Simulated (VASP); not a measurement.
# MgO (P6_3/mmc) in VASP: notebook

The runs below take MgO through single point, with PBEsol.

Everything below comes from runs of VASP 6.6.1. Logs are shortened: lines on timing, memory, paths and dates and some standing lists are left out, and cuts for length are marked.

## Step 1: The cell of the first run

It takes space group P6_3/mmc (No. 194, hexagonal). The conventional cell has a = 3.378 Å, b = 3.378 Å, c = 4.404 Å, α = 90.00°, β = 90.00°, γ = 120.00°. Within 2.6 Å of Mg (site symmetry -6m2) lie 5 O at 1.95 to 2.20 Å. Within 2.6 Å of O (site symmetry -6m2) lie 5 Mg at 1.95 to 2.20 Å.

## Step 2: Single point, PBEsol

INCAR

```
SYSTEM = MgO
ALGO     = Normal         ! electronic algorithm
EDIFF    = 1E-7           ! SCF threshold, eV
ENCUT    = 520            ! plane-wave cutoff, eV
GGA      = PS             ! functional
ISIF     = 2              ! what is computed and relaxed
ISMEAR   = 0              ! smearing method
LASPH    = .True.         ! aspherical terms in the spheres
LCHARG   = .False.        ! write CHGCAR
LREAL    = .False.        ! projectors in reciprocal space
LWAVE    = .False.        ! write WAVECAR
NBANDS   = 16             ! bands
NELM     = 80             ! most SCF steps
PREC     = Accurate       ! precision mode
SIGMA    = 0.05           ! smearing width, eV
```

KPOINTS

```
k-points
0
Gamma
  9 9 6
  0 0 0
```

POSCAR

```
MgO
1.0
    3.3783000000      0.0000000000      0.0000000000
   -1.6891500000      2.9256936216      0.0000000000
    0.0000000000      0.0000000000      4.4044000000
Mg O
2 2
Direct
    0.6666666667      0.3333333333      0.7500000000
    0.3333333333      0.6666666667      0.2500000000
    0.6666666667      0.3333333333      0.2500000000
    0.3333333333      0.6666666667      0.7500000000
```

Potentials or basis: VASP PAW PBE potentials, release 64 (Mg, O).

Run with:

```
cat potpaw_PBE.64/Mg/POTCAR potpaw_PBE.64/O/POTCAR > POTCAR
mpirun -np 1 vasp_std > vasp.out
```

OUTCAR:

```text
SYSTEM = MgO
   EDIFF = 1E-7
   ENCUT = 520
   GGA = PS
   ISIF = 2
   ISMEAR = 0
   LASPH = .True.
   LREAL = .False.
   NELM = 80
   PREC = Accurate

 ion  position               nearest neighbor table
   1  0.667  0.333  0.750-   4 1.95   4 1.95   4 1.95   3 2.20   3 2.20   2 2.94   2 2.94   2 2.94
                             2 2.94   2 2.94   2 2.94
   2  0.333  0.667  0.250-   3 1.95   3 1.95   3 1.95   4 2.20   4 2.20   1 2.94   1 2.94   1 2.94
                             1 2.94   1 2.94   1 2.94
   3  0.667  0.333  0.250-   2 1.95   2 1.95   2 1.95   1 2.20   1 2.20
   4  0.333  0.667  0.750-   1 1.95   1 1.95   1 1.95   2 2.20   2 2.20

  LATTYP: Found a hexagonal cell.
 ALAT       =     3.3783000000
 C/A-ratio  =     1.3037326466

  Lattice vectors:

 A1 = (   3.3783000000,   0.0000000000,   0.0000000000)
 A2 = (  -1.6891500000,   2.9256936216,   0.0000000000)
 A3 = (   0.0000000000,   0.0000000000,   4.4044000000)

Analysis of symmetry for initial positions (statically):
=====================================================================
 Subroutine PRICEL returns:
 Original cell was already a primitive cell.

 Routine SETGRP: Setting up the symmetry group for a
 hexagonal supercell.

 Subroutine GETGRP returns: Found 24 space group operations
 (whereof 12 operations were pure point group operations)
 out of a pool of 24 trial point group operations.

The static configuration has the point symmetry D_3d.
 The point group associated with its full space group is D_6h.

Analysis of symmetry for dynamics (positions and initial velocities):
=====================================================================
 Subroutine PRICEL returns:
 Original cell was already a primitive cell.

 Routine SETGRP: Setting up the symmetry group for a
 hexagonal supercell.

 Subroutine GETGRP returns: Found 24 space group operations
 (whereof 12 operations were pure point group operations)
 out of a pool of 24 trial point group operations.

The dynamic configuration has the point symmetry D_3d.
 The point group associated with its full space group is D_6h.

 Subroutine INISYM returns: Found 24 space group operations
 (whereof 12 operations are pure point group operations),
 and found     1 'primitive' translations

----------------------------------------------------------------------------------------

                                     Primitive cell

  volume of cell :      43.5325

[... 94 lines left out ...]
   EDIFFG = 0.1E-05   stopping-criterion for IOM
   NSW    =      0    number of steps for IOM
   IBRION =     -1    ionic relax: 0-MD 1-quasi-New 2-CG
   NFREE  =      0    steps in history (QN), initial steepest desc. (CG)
   ISIF   =      2    stress and relaxation
   ISYM   =      2    0-nonsym 1-usesym 2-fastsym
   POTIM  = 0.5000    time-step for ionic-motion
   TEBEG  =    0.0;   TEEND  =   0.0 temperature during run
   PSTRESS=    0.0 pullay stress
   NELECT =      16.0000    total number of electrons
   NUPDOWN=      -1.0000    fix difference up-down
   EMIN   =  10.00;   EMAX   =-10.00  energy-range for DOS
   EFERMI =   0.00;   METHOD = LEGACY
   ISMEAR =     0;   SIGMA  =   0.05  broadening in eV -4-tet -1-fermi 0-gaus
   EFERMI_NEDOS =   21; number of points for ismear=-14 and -15
   IALGO  =     38    algorithm
   IMIX   =      4    mixing-type and parameters
     AMIX     =   0.40;   BMIX     =  1.00
     AMIX_MAG =   1.60;   BMIX_MAG =  1.00
  volume/ion in A,a.u.               =      10.88        73.44
  Fermi-wavevector in a.u.,A,eV,Ry     =   1.172673  2.216030 18.710211  1.375162
  Thomas-Fermi vector in A             =   2.309098
   LORBIT       =      0    0 simple, 1 ext, 2 COOP (PROOUT), +10 PAW based schemes
   GGA     = PS    functional components
   LHFCALC =     F    Hartree Fock is set to
   AEXX    =    0.0000 exact exchange contribution
   IVDW    =     0    specifies the selected vdW correction
   LEPSILON=     F    determine dielectric tensor
   LRPA    =     F    only Hartree local field effects (RPA)
 non-spin polarized calculation
 Gauss-broadening in eV      SIGMA  =   0.05
  energy-cutoff  :      520.00
  volume of cell :       43.53
 maximum number of plane-waves:      1191
 NGX is ok and might be reduce to    28
   NGX = 13   NGY = 13   NGZ = 17

 number of electron      15.9999996 magnetization

 Free energy of the ion-electron system (eV)
  ---------------------------------------------------
  ext. energy  EPLUGINS =         0.00000000
  ---------------------------------------------------
  free energy    TOTEN  =       -24.64479880 eV

  energy without entropy =      -24.64479880  energy(sigma->0) =      -24.64479880

 E-fermi :   2.2754     XC(G=0): -10.3736

 val. band max:        2.0570583248   @ k =   0.0000   0.0000   0.0000
 cond. band min:       5.3359399177   @ k =   0.0000   0.0000   0.0000
 fundamental gap:      3.2788815930
 Fermi energy:         2.2753699037

 k-point     1 :       0.0000    0.0000    0.0000
  band No.  band energies     occupation
      1     -14.9357      2.00000
      2     -13.6353      2.00000
      3      -1.9157      2.00000
      4       0.3211      2.00000
      5       0.3211      2.00000
      6       1.0481      2.00000
[... 433 lines left out ...]
      3      -1.5770      2.00000
      4      -0.8805      2.00000
      5      -0.8805      2.00000
      6       0.4950      2.00000
[... 8 lines left out ...]
     15      15.4581      0.00000
     16      18.9094      0.00000

 [... further k-points ...]

------------------------ aborting loop because EDIFF is reached ----------------------------------------

  FORCE on cell =-STRESS in cart. coord.  units (eV):
  Direction    XX          YY          ZZ          XY          YZ          ZX
  --------------------------------------------------------------------------------------
  -------------------------------------------------------------------------------------
  Total        2.2454513      2.2454513     -1.5868093      0.0000000     -0.0000000      0.0000000
  in kB       82.6419216     82.6419216    -58.4011630      0.0000000     -0.0000000      0.0000000
  external PRESSURE =      35.6275601 kB  Pullay stress =       0.0000000 kB

 VOLUME and BASIS-vectors are now :
 -----------------------------------------------------------------------------
  energy-cutoff  :      520.00
  volume of cell :       43.53
      direct lattice vectors                 reciprocal lattice vectors
     3.378300000  0.000000000  0.000000000     0.296006867  0.170899645  0.000000000
    -1.689150000  2.925693622  0.000000000     0.000000000  0.341799289  0.000000000
     0.000000000  0.000000000  4.404400000     0.000000000  0.000000000  0.227045682

 POSITION                                       TOTAL-FORCE (eV/Angst)
 -----------------------------------------------------------------------------------
      1.68915      0.97523      3.30330         0.000000      0.000000      0.000000
     -0.00000      1.95046      1.10110        -0.000000      0.000000      0.000000
      1.68915      0.97523      1.10110        -0.000000      0.000000      0.000000
     -0.00000      1.95046      3.30330         0.000000     -0.000000      0.000000
 -----------------------------------------------------------------------------------
    total drift:                                0.000000     -0.000000      0.000000

  FREE ENERGIE OF THE ION-ELECTRON SYSTEM (eV)
  ---------------------------------------------------
  free  energy   TOTEN  =       -24.6447987995 eV

  energy  without entropy=      -24.6447987995  energy(sigma->0) =      -24.64479880
```

OSZICAR:

```text
N       E                     dE             d eps       ncg     rms          rms(c)
DAV:   1     0.588105610941E+02    0.58811E+02   -0.75374E+03  1536   0.888E+02
DAV:   2    -0.246528816926E+02   -0.83463E+02   -0.76727E+02  2152   0.196E+02
DAV:   3    -0.282824735889E+02   -0.36296E+01   -0.36215E+01  1712   0.422E+01
DAV:   4    -0.282966153096E+02   -0.14142E-01   -0.14141E-01  1824   0.307E+00
DAV:   5    -0.282966855418E+02   -0.70232E-04   -0.70232E-04  1704   0.206E-01    0.106E+01
DAV:   6    -0.247439500987E+02    0.35527E+01   -0.91461E+00  1560   0.235E+01    0.350E+00
DAV:   7    -0.246788512338E+02    0.65099E-01   -0.14343E-01  1576   0.305E+00    0.207E+00
DAV:   8    -0.246466826606E+02    0.32169E-01   -0.82076E-02  1640   0.307E+00    0.476E-01
DAV:   9    -0.246444086047E+02    0.22741E-02   -0.45032E-03  1840   0.602E-01    0.119E-01
DAV:  10    -0.246447944834E+02   -0.38588E-03   -0.35094E-04  1560   0.137E-01    0.131E-02
DAV:  11    -0.246447997053E+02   -0.52219E-05   -0.15788E-05  1840   0.267E-02    0.119E-02
DAV:  12    -0.246447988405E+02    0.86478E-06   -0.27171E-06  1552   0.133E-02    0.198E-03
DAV:  13    -0.246447987995E+02    0.41022E-07   -0.12778E-07  1592   0.293E-03
   1 F= -.24644799E+02 E0= -.24644799E+02  d E =-.305055E-12
```

Run time: 47 s. Hardware: 1 thread of Intel Xeon 8259CL, shared host; peak memory 0.19 GiB.

What came out:

- Free energy: -24.6448 eV
- Pressure: 3.6 GPa
- Band gap on the k mesh: 3.28 eV, direct

Stress tensor (GPa, compression positive):
```
 8.26  0.00  0.00
 0.00  8.26  0.00
 0.00  0.00 -5.84
```

Levels at points of the mesh, in eV from the valence-band top:
| k point | band 6 | band 7 | band 8 | band 9 | band 10 | band 11 |
| --- | --- | --- | --- | --- | --- | --- |
| (0.00, 0.00, 0.00) | -1.01 | -1.01 | 0.00 | 3.28 | 9.17 | 11.38 |
| (0.00, 0.00, 0.50) | -1.39 | -1.39 | -1.39 | 6.26 | 6.26 | 13.38 |

Caveat: the PAW data sets were made with another functional, which shifts forces and pressure a little. Expect the measured gap to be larger: semilocal functionals such as PBEsol lack the derivative discontinuity.

## Step 3: Single point, PBEsol

This run uses another cell than the first one, of 11.08 Å³/atom, 1.018 times its volume.

INCAR

```
ALGO = Normal
EDIFF = 1E-6
ENCUT = 520
GGA = PS
ISIF = 2
ISMEAR = 0
LASPH = True
LCHARG = False
LREAL = False
LWAVE = False
NBANDS = 16
NELM = 80
PREC = Accurate
SIGMA = 0.05
```

KPOINTS

```
k-points
0
Gamma
  9 9 6
```

POSCAR

```
MgO
1.0
    3.4365000000      0.0000000000      0.0000000000
   -1.7182500000      2.9760963001      0.0000000000
    0.0000000000      0.0000000000      4.3345000000
Mg O
2 2
Direct
    0.6666666667      0.3333333333      0.7500000000
    0.3333333333      0.6666666667      0.2500000000
    0.6666666667      0.3333333333      0.2500000000
    0.3333333333      0.6666666667      0.7500000000
```

Potentials or basis: VASP PAW PBE potentials, release 64 (Mg, O).

Run with:

```
cat potpaw_PBE.64/Mg/POTCAR potpaw_PBE.64/O/POTCAR > POTCAR
mpirun -np 1 vasp_std > vasp.out
```

Wall time 41 s (1 thread of Intel Xeon 8259CL, shared host); peak memory 0.18 GiB.

It converged, with:

```yaml
Free_energy: -24.7209 eV
Pressure: 0.1 GPa
Band_gap_on_the_k_mesh: 3.21 eV, direct
```

Stress tensor (GPa, compression positive):
```
 2.75  0.00  0.00
 0.00  2.75  0.00
 0.00  0.00 -5.33
```

Levels at points of the mesh, in eV from the valence-band top:
```tsv
k point	band 5	band 6	band 7	band 8	band 9	band 10	band 11	band 12
(0.00, 0.00, 0.00)	-1.73	-0.92	-0.92	0.00	3.21	9.12	11.53	12.65
(0.00, 0.00, 0.50)	-1.34	-1.34	-1.34	-1.34	6.21	6.21	13.02	13.02
```

Caveat: the PAW data sets were made with another functional, which shifts forces and pressure a little.

## Step 4: Single point, PBEsol

This run uses another cell than the first one, of 11.46 Å³/atom, 1.053 times its volume.

INCAR

```
PREC = Accurate ; ENCUT = 520
EDIFF = 1E-7 ; ISMEAR = 0
SIGMA = 0.05 ; LREAL = F
LASPH = T ; NELM = 60
ALGO = Normal ; ISIF = 2
LWAVE = F ; LCHARG = F
GGA = PS ; NBANDS = 16
```

KPOINTS

```
regular mesh
0
Gamma
  9 9 6
```

Edit POSCAR of step 3 so:

```diff
@@ -2,4 +2,4 @@
 1.0
-    3.4365000000      0.0000000000      0.0000000000
-   -1.7182500000      2.9760963001      0.0000000000
+    3.4947663883      0.0000000000      0.0000000000
+   -1.7473831942      3.0265564725      0.0000000000
     0.0000000000      0.0000000000      4.3345000000
```

Potentials or basis: VASP PAW PBE potentials, release 64 (Mg, O).

Run with:

```
cat potpaw_PBE.64/Mg/POTCAR potpaw_PBE.64/O/POTCAR > POTCAR
mpirun -np 1 vasp_std > vasp.out
```

OUTCAR:

```text
PREC = Accurate
   ENCUT = 520
   EDIFF = 1E-7
   ISMEAR = 0
   LREAL = F
   LASPH = T
   NELM = 60
   ISIF = 2
   GGA = PS

 ion  position               nearest neighbor table
   1  0.667  0.333  0.750-   4 2.02   4 2.02   4 2.02   3 2.17   3 2.17   2 2.96   2 2.96   2 2.96
                             2 2.96   2 2.96   2 2.96
   2  0.333  0.667  0.250-   3 2.02   3 2.02   3 2.02   4 2.17   4 2.17   1 2.96   1 2.96   1 2.96
                             1 2.96   1 2.96   1 2.96
   3  0.667  0.333  0.250-   2 2.02   2 2.02   2 2.02   1 2.17   1 2.17
[... 662 lines left out ...]
  --------------------------------------------------------------------------------------
  -------------------------------------------------------------------------------------
  Total       -0.7934087     -0.7934087     -2.1546104      0.0000000     -0.0000000      0.0000000
  in kB      -27.7269177    -27.7269177    -75.2962589      0.0000000     -0.0000000      0.0000000
  external PRESSURE =     -43.5833648 kB  Pullay stress =       0.0000000 kB

 VOLUME and BASIS-vectors are now :
 -----------------------------------------------------------------------------
  energy-cutoff  :      520.00
  volume of cell :       45.85
      direct lattice vectors                 reciprocal lattice vectors
     3.494766388  0.000000000  0.000000000     0.286142159  0.165204253  0.000000000
    -1.747383194  3.026556472  0.000000000     0.000000000  0.330408505  0.000000000
     0.000000000  0.000000000  4.334500000     0.000000000  0.000000000  0.230707117

 POSITION                                       TOTAL-FORCE (eV/Angst)
 -----------------------------------------------------------------------------------
      1.74738      1.00885      3.25088         0.000000      0.000000      0.000000
     -0.00000      2.01770      1.08363         0.000000      0.000000      0.000000
      1.74738      1.00885      1.08363        -0.000000      0.000000      0.000000
     -0.00000      2.01770      3.25088         0.000000     -0.000000      0.000000
 -----------------------------------------------------------------------------------
    total drift:                                0.000000     -0.000000      0.000000

  FREE ENERGIE OF THE ION-ELECTRON SYSTEM (eV)
  ---------------------------------------------------
  free  energy   TOTEN  =       -24.7213205811 eV

  energy  without entropy=      -24.7213205811  energy(sigma->0) =      -24.72132058
```

It took 44 s on 1 thread of Intel Xeon 8259CL, shared host; peak memory 0.18 GiB.

What came out:

| Property | Result |
| --- | --- |
| Free energy | -24.7213 eV |
| Pressure | -4.4 GPa |
| Band gap on the k mesh | 3.06 eV, direct |

Stress tensor (GPa, compression positive):
```
-2.77  0.00  0.00
 0.00 -2.77  0.00
 0.00  0.00 -7.53
```

Levels at points of the mesh, in eV from the valence-band top:
```
           k point  band 6  band 7  band 8  band 9  band 10  band 11
(0.00, 0.00, 0.00)   -0.85   -0.85    0.00    3.06     8.90    11.43
(0.00, 0.00, 0.50)   -1.27   -1.27   -1.27    6.05     6.05    12.68
```

Caveat: the PAW data sets were made with another functional, which shifts forces and pressure a little. A hybrid or GW would open this gap; PBEsol tends to underestimate it.

## Step 5: Summary

```csv
cell,gap on the mesh (eV),pressure (GPa)
"a = 3.378, b = 3.378, c = 4.404 Å, angles 90.0, 90.0, 120.0°, 4 atoms",3.28,3.6
"a = 3.437, b = 3.436, c = 4.335 Å, angles 90.0, 90.0, 120.0°, 4 atoms",3.21,0.1
"a = 3.495, b = 3.495, c = 4.335 Å, angles 90.0, 90.0, 120.0°, 4 atoms",3.06,-4.4
```

Alike in all rows: task single point; level PBEsol; potentials or basis VASP PAW PBE potentials, release 64 (Mg, O); no spin polarisation; k mesh 9 × 9 × 6; cutoff (eV) 520; smearing gaussian 0.05 eV.

Caveats: the PAW data sets were made with another functional, which shifts forces and pressure a little.

Total energies depend on the potentials used, so only differences within one code and one set of settings carry meaning.
